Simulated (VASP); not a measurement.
# Sr (Fd-3m) in VASP: notebook, part 2 of 2

VASP 6.6.1.

### 4 Single point, PBEsol

This run uses another cell than the first one, of 102.65 Å³/atom, 1.042 times its volume.

Input file INCAR:

```
ALGO = Normal
EDIFF = 1E-6
ENCUT = 520
GGA = PS
ISIF = 2
ISMEAR = -1
LASPH = True
LCHARG = True
LELF = True
LREAL = False
LVHAR = True
LWAVE = False
NBANDS = 17
NELM = 60
PREC = Accurate
SIGMA = 0.1
```

Input file KPOINTS:

```
k-points
0
Gamma
  7 7 7
```

Input file POSCAR:

```
Sr
1.0
    0.0000000000      4.6822172375      4.6822172375
    4.6822172375      0.0000000000      4.6822172375
    4.6822172375      4.6822172375      0.0000000000
Sr
2
Direct
    0.1250000000      0.1250000000      0.1250000000
    0.8750000000      0.8750000000      0.8750000000
```

Potentials or basis: VASP PAW PBE potentials, release 64 (Sr_sv).

On the command line:

```sh
$ cat potpaw_PBE.64/Sr_sv/POTCAR > POTCAR
$ mpirun -np 1 vasp_std > vasp.out
```

OUTCAR:

```text
EDIFF = 1E-6
   ENCUT = 520
   GGA = PS
   ISIF = 2
   ISMEAR = -1
   LASPH = True
   LREAL = False
   NELM = 60
   PREC = Accurate

 ion  position               nearest neighbor table
   1  0.125  0.125  0.125-   2 4.05   2 4.05   2 4.05   2 4.05
   2  0.875  0.875  0.875-   1 4.05   1 4.05   1 4.05   1 4.05

  LATTYP: Found a face centered cubic cell.
 ALAT       =     9.3644344750

  Lattice vectors:

 A1 = (   0.0000000000,   4.6822172375,   4.6822172375)
 A2 = (   4.6822172375,   0.0000000000,   4.6822172375)
 A3 = (   4.6822172375,   4.6822172375,   0.0000000000)

Analysis of symmetry for initial positions (statically):
=====================================================================
 Subroutine PRICEL returns:
 Original cell was already a primitive cell.

 Routine SETGRP: Setting up the symmetry group for a
 face centered cubic supercell.

 Subroutine GETGRP returns: Found 48 space group operations
 (whereof 12 operations were pure point group operations)
 out of a pool of 48 trial point group operations.

The static configuration has the point symmetry D_3d.
 The point group associated with its full space group is O_h .

Analysis of symmetry for dynamics (positions and initial velocities):
=====================================================================
 Subroutine PRICEL returns:
 Original cell was already a primitive cell.

 Routine SETGRP: Setting up the symmetry group for a
 face centered cubic supercell.

 Subroutine GETGRP returns: Found 48 space group operations
 (whereof 12 operations were pure point group operations)
 out of a pool of 48 trial point group operations.

The dynamic configuration has the point symmetry D_3d.
 The point group associated with its full space group is O_h .

 Subroutine INISYM returns: Found 48 space group operations
 (whereof 12 operations are pure point group operations),
 and found     1 'primitive' translations

----------------------------------------------------------------------------------------

                                     Primitive cell

  volume of cell :     205.2980

  direct lattice vectors                    reciprocal lattice vectors
     0.000000000  4.682217237  4.682217237    -0.106787014  0.106787014  0.106787014
     4.682217237  0.000000000  4.682217237     0.106787014 -0.106787014  0.106787014
     4.682217237  4.682217237  0.000000000     0.106787014  0.106787014 -0.106787014

  length of vectors
     6.621655119  6.621655119  6.621655119     0.184960535  0.184960535  0.184960535

  position of ions in fractional coordinates (direct lattice)
     0.125000000  0.125000000  0.125000000
     0.875000000  0.875000000  0.875000000

  ion indices of the primitive-cell ions
   primitive index   ion index
                 1           1
                 2           2

----------------------------------------------------------------------------------------

 KPOINTS: k-points

Automatic generation of k-mesh.
 Grid dimensions read from file:
 generate k-points for:    7    7    7

 Generating k-lattice:

  Cartesian coordinates                     Fractional coordinates (reciprocal lattice)
    -0.015255288  0.015255288  0.015255288     0.142857143  0.000000000  0.000000000
     0.015255288 -0.015255288  0.015255288     0.000000000  0.142857143  0.000000000
     0.015255288  0.015255288 -0.015255288     0.000000000  0.000000000  0.142857143

  Length of vectors
     0.026422934  0.026422934  0.026422934

  Shift w.r.t. Gamma in fractional coordinates (k-lattice)
     0.000000000  0.000000000  0.000000000

 Subroutine IBZKPT returns following result:
 ===========================================

 Found     20 irreducible k-points:

 Following reciprocal coordinates:
            Coordinates               Weight
  0.000000  0.000000  0.000000      1.000000
  0.142857  0.000000  0.000000      8.000000
  0.285714  0.000000  0.000000      8.000000
  0.428571  0.000000  0.000000      8.000000
  0.142857  0.142857  0.000000      6.000000
  0.285714  0.142857  0.000000     24.000000
[... 12 lines left out ...]
 -0.428571  0.428571  0.142857     24.000000
 -0.285714  0.428571  0.142857     24.000000
   k-points           NKPTS =     20   k-points in BZ     NKDIM =     20   number of bands    NBANDS=     17
   number of dos      NEDOS =    301   number of ions     NIONS =      2
   total plane-waves  NPLWV = 125000
   dimension x,y,z NGX =    50 NGY =   50 NGZ =   50
   dimension x,y,z NGXF=   100 NGYF=  100 NGZF=  100
   ions per type =               2
   NGX,Y,Z   is equivalent  to a cutoff of  12.55, 12.55, 12.55 a.u.
   NGXF,Y,Z  is equivalent  to a cutoff of  25.11, 25.11, 25.11 a.u.
 SYSTEM =  unknown system
   PREC   = accura    normal or accurate (medium, high low for compatibility)
   ISTART =      0    job   : 0-new  1-cont  2-samecut
   ICHARG =      2    charge: 1-file 2-atom 10-const
   ISPIN  =      1    spin polarized calculation?
   LNONCOLLINEAR =      F non collinear calculations
   LSORBIT =      F    spin-orbit coupling
   LASPH  =      T    aspherical Exc in radial PAW
   ENCUT  =  520.0 eV  38.22 Ry    6.18 a.u.  12.31 12.31 12.31*2*pi/ulx,y,z
   NELM   =     60;   NELMIN=  2; NELMDL= -5     # of ELM steps
   EDIFF  = 0.1E-05   stopping-criterion for ELM
   LREAL  =      F    real-space projection
   EDIFFG = 0.1E-04   stopping-criterion for IOM
   NSW    =      0    number of steps for IOM
   IBRION =     -1    ionic relax: 0-MD 1-quasi-New 2-CG
   NFREE  =      0    steps in history (QN), initial steepest desc. (CG)
   ISIF   =      2    stress and relaxation
   ISYM   =      2    0-nonsym 1-usesym 2-fastsym
   POTIM  = 0.5000    time-step for ionic-motion
   TEBEG  =    0.0;   TEEND  =   0.0 temperature during run
   PSTRESS=    0.0 pullay stress
   NELECT =      20.0000    total number of electrons
   NUPDOWN=      -1.0000    fix difference up-down
   EMIN   =  10.00;   EMAX   =-10.00  energy-range for DOS
   EFERMI =   0.00;   METHOD = LEGACY
   ISMEAR =    -1;   SIGMA  =   0.10  broadening in eV -4-tet -1-fermi 0-gaus
   EFERMI_NEDOS =   21; number of points for ismear=-14 and -15
   IALGO  =     38    algorithm
   IMIX   =      4    mixing-type and parameters
     AMIX     =   0.40;   BMIX     =  1.00
     AMIX_MAG =   1.60;   BMIX_MAG =  1.00
  volume/ion in A,a.u.               =     102.65       692.71
  Fermi-wavevector in a.u.,A,eV,Ry     =   0.753280  1.423493  7.720370  0.567431
  Thomas-Fermi vector in A             =   1.850684
   LORBIT       =      0    0 simple, 1 ext, 2 COOP (PROOUT), +10 PAW based schemes
   GGA     = PS    functional components
   LHFCALC =     F    Hartree Fock is set to
   AEXX    =    0.0000 exact exchange contribution
   IVDW    =     0    specifies the selected vdW correction
   LEPSILON=     F    determine dielectric tensor
   LRPA    =     F    only Hartree local field effects (RPA)
 non-spin polarized calculation
  energy-cutoff  :      520.00
  volume of cell :      205.30
 maximum number of plane-waves:      5577
 NGX is ok and might be reduce to    50
   NGX = 25   NGY = 25   NGZ = 25

 number of electron      20.0000000 magnetization

 Free energy of the ion-electron system (eV)
  ---------------------------------------------------
  ext. energy  EPLUGINS =         0.00000000
  ---------------------------------------------------
  free energy    TOTEN  =        -1.66617217 eV

  energy without entropy =       -1.54898155  energy(sigma->0) =       -1.60757686

 E-fermi :  -0.2692     XC(G=0):  -5.5761

 val. band max:       -0.3400052577   @ k =   0.4286   0.2857   0.1429
 cond. band min:      -0.2560018482   @ k =  -0.4286   0.2857   0.0000
 fundamental gap:      0.0840034095
 Fermi energy:        -0.2691948149

 k-point     1 :       0.0000    0.0000    0.0000
  band No.  band energies     occupation
      1     -37.7608      2.00000
      2     -37.7427      2.00000
      3     -19.7646      2.00000
      4     -19.7646      2.00000
      5     -19.7646      2.00000
      6     -19.6767      2.00000
[... 9 lines left out ...]
     16       1.1918      0.00000
     17       1.1918      0.00000
[... 361 lines left out ...]
 k-point    20 :      -0.2857    0.4286    0.1429
  band No.  band energies     occupation
      1     -37.7530      2.00000
      2     -37.7505      2.00000
      3     -19.7819      2.00000
      4     -19.7791      2.00000
      5     -19.7300      2.00000
      6     -19.7124      2.00000
[... 9 lines left out ...]
     16       1.2774      0.00000
     17       1.9124      0.00000

------------------------ aborting loop because EDIFF is reached ----------------------------------------

  FORCE on cell =-STRESS in cart. coord.  units (eV):
  Direction    XX          YY          ZZ          XY          YZ          ZX
  --------------------------------------------------------------------------------------
  -------------------------------------------------------------------------------------
  Total        0.0006356      0.0006356      0.0006356     -0.0000000      0.0000000     -0.0000000
  in kB        0.0049605      0.0049605      0.0049605     -0.0000000      0.0000000     -0.0000000
  external PRESSURE =       0.0049605 kB  Pullay stress =       0.0000000 kB

 VOLUME and BASIS-vectors are now :
 -----------------------------------------------------------------------------
  energy-cutoff  :      520.00
  volume of cell :      205.30
      direct lattice vectors                 reciprocal lattice vectors
     0.000000000  4.682217237  4.682217237    -0.106787014  0.106787014  0.106787014
     4.682217237  0.000000000  4.682217237     0.106787014 -0.106787014  0.106787014
     4.682217237  4.682217237  0.000000000     0.106787014  0.106787014 -0.106787014

 POSITION                                       TOTAL-FORCE (eV/Angst)
 -----------------------------------------------------------------------------------
      1.17055      1.17055      1.17055        -0.000000     -0.000000     -0.000000
      8.19388      8.19388      8.19388         0.000000      0.000000      0.000000
 -----------------------------------------------------------------------------------
    total drift:                                0.000000      0.000000     -0.000000

  FREE ENERGIE OF THE ION-ELECTRON SYSTEM (eV)
  ---------------------------------------------------
  free  energy   TOTEN  =        -1.6661721745 eV

  energy  without entropy=       -1.5489815460  energy(sigma->0) =       -1.60757686
```

Wall time 39 s (1 thread of AMD EPYC 9R45 (Zen 5), shared host); peak memory 0.31 GiB.

What came out:

```
Free energy            : -1.6662 eV
Pressure               : 0.0 GPa
Band gap on the k mesh : zero (band 10 reaches 0.43 eV, above the bottom of band 11 at -0.34 eV)
```

Levels at points of the mesh, in eV from the Fermi level:
```csv
k point,band 7,band 8,band 9,band 10,band 11,band 12,band 13,band 14
"(0.00, 0.00, 0.00)",-19.41,-19.41,-2.73,0.70,0.70,0.70,0.89,0.89
```

Caveat: the PAW data sets were made with another functional, which shifts forces and pressure a little.

### 5 Single point, PBEsol (volume scaled by 1.04)

Input file INCAR:

```
SYSTEM = Sr
PREC = Accurate
ENCUT = 520
EDIFF = 1E-6
ISMEAR = -1
SIGMA = 0.1
LREAL = .FALSE.
LASPH = .TRUE.
NELM = 100
ALGO = Normal
ISIF = 2
LWAVE = .FALSE.
LCHARG = .FALSE.
GGA = PS
NBANDS = 17
```

Input file KPOINTS:

```
regular mesh
0
G
  7 7 7
  0 0 0
```

Input file POSCAR:

```
Sr
1.0
    0.0000000000      4.7438324249      4.7438324249
    4.7438324249      0.0000000000      4.7438324249
    4.7438324249      4.7438324249      0.0000000000
Sr
2
Direct
    0.1250000000      0.1250000000      0.1250000000
    0.8750000000      0.8750000000      0.8750000000
```

On the command line:

```sh
$ cat potpaw_PBE.64/Sr_sv/POTCAR > POTCAR
$ mpirun -np 1 vasp_std > vasp.out
```

Wall time 36 s (1 thread of AMD EPYC 9R45 (Zen 5), shared host); peak memory 0.31 GiB.

Results (log left out):

| Property | Result |
| --- | --- |
| Free energy | -1.6638 eV |
| Pressure | -0.1 GPa |
| Band gap on the k mesh | zero (band 10 reaches 0.35 eV, above the bottom of band 11 at -0.39 eV) |

Levels at points of the mesh, in eV from the Fermi level:
| k point | band 6 | band 7 | band 8 | band 9 | band 10 | band 11 | band 12 | band 13 | band 14 | band 15 |
| --- | --- | --- | --- | --- | --- | --- | --- | --- | --- | --- |
| (0.00, 0.00, 0.00) | -19.45 | -19.45 | -19.45 | -2.69 | 0.69 | 0.69 | 0.69 | 0.89 | 0.89 | 1.43 |

Caveat: the cell differs from its parent crystal (volume scaled by 1.04); the PAW data sets were made with another functional, which shifts forces and pressure a little.

### 6 Single point, PBEsol (volume scaled by 1.08)

Input file INCAR:

```
SYSTEM = Sr
ALGO = Normal
EDIFF = 1E-7
ENCUT = 520
GGA = PS
ISIF = 2
ISMEAR = -1
LASPH = .True.
LCHARG = .False.
LREAL = .False.
LWAVE = .False.
NBANDS = 17
NELM = 100
PREC = Accurate
SIGMA = 0.1
```

Input file KPOINTS:

```
k-points
0
Gamma
  7 7 7
  0 0 0
```

Input file POSCAR:

```
Sr
1.0
    0.0000000000      4.8038873120      4.8038873120
    4.8038873120      0.0000000000      4.8038873120
    4.8038873120      4.8038873120      0.0000000000
Sr
2
Direct
    0.1250000000      0.1250000000      0.1250000000
    0.8750000000      0.8750000000      0.8750000000
```

Potentials or basis: VASP PAW PBE potentials, release 64 (Sr_sv).

On the command line:

```sh
$ cat potpaw_PBE.64/Sr_sv/POTCAR > POTCAR
$ mpirun -np 1 vasp_std > vasp.out
```

OUTCAR:

```text
SYSTEM = Sr
   EDIFF = 1E-7
   ENCUT = 520
   GGA = PS
   ISIF = 2
   ISMEAR = -1
   LASPH = .True.
   LREAL = .False.
   NELM = 100
   PREC = Accurate

 ion  position               nearest neighbor table
   1  0.125  0.125  0.125-   2 4.16   2 4.16   2 4.16   2 4.16
   2  0.875  0.875  0.875-   1 4.16   1 4.16   1 4.16   1 4.16

  LATTYP: Found a face centered cubic cell.
 ALAT       =     9.6077746240

  Lattice vectors:

 A1 = (   0.0000000000,   4.8038873120,   4.8038873120)
[... 581 lines left out ...]
------------------------ aborting loop because EDIFF is reached ----------------------------------------

  FORCE on cell =-STRESS in cart. coord.  units (eV):
  Direction    XX          YY          ZZ          XY          YZ          ZX
  --------------------------------------------------------------------------------------
  -------------------------------------------------------------------------------------
  Total       -0.2739147     -0.2739147     -0.2739147      0.0000000      0.0000000      0.0000000
  in kB       -1.9793266     -1.9793266     -1.9793266      0.0000000      0.0000000      0.0000000
  external PRESSURE =      -1.9793266 kB  Pullay stress =       0.0000000 kB

 VOLUME and BASIS-vectors are now :
 -----------------------------------------------------------------------------
  energy-cutoff  :      520.00
  volume of cell :      221.72
      direct lattice vectors                 reciprocal lattice vectors
     0.000000000  4.803887312  4.803887312    -0.104082375  0.104082375  0.104082375
     4.803887312  0.000000000  4.803887312     0.104082375 -0.104082375  0.104082375
     4.803887312  4.803887312  0.000000000     0.104082375  0.104082375 -0.104082375

 POSITION                                       TOTAL-FORCE (eV/Angst)
 -----------------------------------------------------------------------------------
      1.20097      1.20097      1.20097        -0.000000     -0.000000     -0.000000
      8.40680      8.40680      8.40680         0.000000      0.000000      0.000000
 -----------------------------------------------------------------------------------
    total drift:                               -0.000000      0.000000     -0.000000

  FREE ENERGIE OF THE ION-ELECTRON SYSTEM (eV)
  ---------------------------------------------------
  free  energy   TOTEN  =        -1.6561547486 eV

  energy  without entropy=       -1.5459380925  energy(sigma->0) =       -1.60104642
```

OSZICAR:

```text
N       E                     dE             d eps       ncg     rms          rms(c)
DAV:   1     0.117109186472E+03    0.11711E+03   -0.84842E+03   712   0.886E+02
DAV:   2     0.935114391530E+01   -0.10776E+03   -0.10651E+03   858   0.219E+02
DAV:   3    -0.100361172213E+01   -0.10355E+02   -0.10315E+02  1175   0.460E+01
DAV:   4    -0.162079898841E+01   -0.61719E+00   -0.61524E+00   977   0.886E+00
DAV:   5    -0.163488558074E+01   -0.14087E-01   -0.14072E-01  1064   0.122E+00    0.118E+01
DAV:   6    -0.164540993456E+01   -0.10524E-01   -0.11058E-02   903   0.840E-01    0.665E+00
DAV:   7    -0.165498852041E+01   -0.95786E-02   -0.15027E-02   709   0.103E+00    0.270E-01
DAV:   8    -0.165598721418E+01   -0.99869E-03   -0.23564E-03  1174   0.216E-01    0.615E-02
DAV:   9    -0.165606409704E+01   -0.76883E-04   -0.79487E-05   920   0.340E-02    0.380E-02
DAV:  10    -0.165615575843E+01   -0.91661E-04   -0.10360E-04   779   0.513E-02    0.189E-02
DAV:  11    -0.165615562943E+01    0.12900E-06   -0.49567E-06  1114   0.112E-02    0.841E-03
DAV:  12    -0.165615477515E+01    0.85428E-06   -0.17510E-06   878   0.865E-03    0.615E-03
DAV:  13    -0.165615474859E+01    0.26562E-07   -0.21730E-07   706   0.181E-03
   1 F= -.16561547E+01 E0= -.16010464E+01  d E =-.110217E+00
```

Run time: 53 s. Hardware: 1 thread of AMD EPYC 9R45 (Zen 5), shared host; peak memory 0.37 GiB.

What came out:

| Quantity | Value |
| --- | --- |
| Free energy | -1.6562 eV |
| Pressure | -0.2 GPa |
| Band gap on the k mesh | zero (band 10 reaches 0.27 eV, above the bottom of band 11 at -0.44 eV) |

Caveat: the cell differs from its parent crystal (volume scaled by 1.08); the PAW data sets were made with another functional, which shifts forces and pressure a little.

### 7 Summary

| cell | gap on the mesh (eV) | pressure (GPa) |
| --- | --- | --- |
| a = 6.532 Å, angles 60.0°, 2 atoms | none | 0.1 |
| a = 6.622 Å, angles 60.0°, 2 atoms | none | 0.0 |
| a = 6.709 Å, angles 60.0°, 2 atoms | none | -0.1 |
| a = 6.794 Å, angles 60.0°, 2 atoms | none | -0.2 |

Alike in all rows: task single point; level PBEsol; potentials or basis VASP PAW PBE potentials, release 64 (Sr_sv); no spin polarisation; k mesh 7 × 7 × 7; cutoff (eV) 520; smearing fermi-dirac 0.1 eV.

Caveats: the PAW data sets were made with another functional, which shifts forces and pressure a little.

Total energies depend on the potentials used, so only differences within one code and one set of settings carry meaning.
